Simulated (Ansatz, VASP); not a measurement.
**Two plane-wave programs on TaN**

The input INCAR:

```
SYSTEM = TaN
PREC = Accurate
ENCUT = 520
EDIFF = 1E-6
ISMEAR = 0
SIGMA = 0.15
LREAL = .False.
LASPH = .True.
NELM = 80
ALGO = Normal
ISIF = 2
LWAVE = .False.
LCHARG = .False.
GGA = PS
NBANDS = 15
```

KPOINTS

```
regular mesh
0
Gamma
  24 24 24
  0 0 0
```

The input POSCAR:

```
TaN
1.0
    0.0000000000      2.2534800447      2.1550270330
    2.2534800447      0.0000000000      2.1550270330
    2.2534800447      2.2534800447      0.0000000000
Ta N
1 1
Direct
    0.5000000000      0.5000000000      0.5000000000
    0.0000000000      0.0000000000      0.0000000000
```

Input for Ansatz:

```yaml
crystal:
  lattice:
    - [0.0, 2.2534800447, 2.155027033]
    - [2.2534800447, 0.0, 2.155027033]
    - [2.2534800447, 2.2534800447, 0.0]
  atoms:
    - { symbol: Ta, position: [0.5, 0.5, 0.5] }
    - { symbol: "N", position: [0.0, 0.0, 0.0] }
basis:
  ecutwfc: 420
kpoints:
  mp_grid: { grid: [24, 24, 24] }
hamiltonian:
  xc: pbesol
scf:
  occupations: { method: gaussian, width: 0.15 }
output:
  forces: true
  stress: true
  eigenvalues: true
```

Change from the starting cell: strain +0.030 along x and y, -0.015 along z, atoms carried along.

Alike in both runs: task single point; functional PBEsol; k mesh 24 × 24 × 24; occupations gaussian, width 0.15 eV; no spin polarisation.

|  | VASP | Ansatz |
| --- | --- | --- |
| version | VASP 6.6.1 | Ansatz 0.2.0 |
| potentials or method | VASP PAW PBE potentials, release 64 (Ta_pv, N), cutoff 520 eV | scalar-relativistic, plane waves, PAW |
| valence electrons in the cell | 16 | 18 |

Ansatz gave:

| Item | Value |
| --- | --- |
| gap on the k mesh at the Fermi level (eV) | none |
| pressure (GPa) | -12.6 |
| traceless stress, the component that is largest in VASP (GPa) | 16.33 |

Q: Which values does VASP return?

A: gap on the k mesh at the Fermi level (eV): none; pressure (GPa): -11.9; traceless stress, the component that is largest in VASP (GPa): 16.46.

VASP's potentials were made for PBE, not for PBEsol. A gap of «none» marks a metal or a gap that the smearing closes. VASP's potentials hold 16 valence electrons a cell and Ansatz's 18, so a difference there can come from the potentials and not from the codes.

Spin-orbit coupling is off throughout.
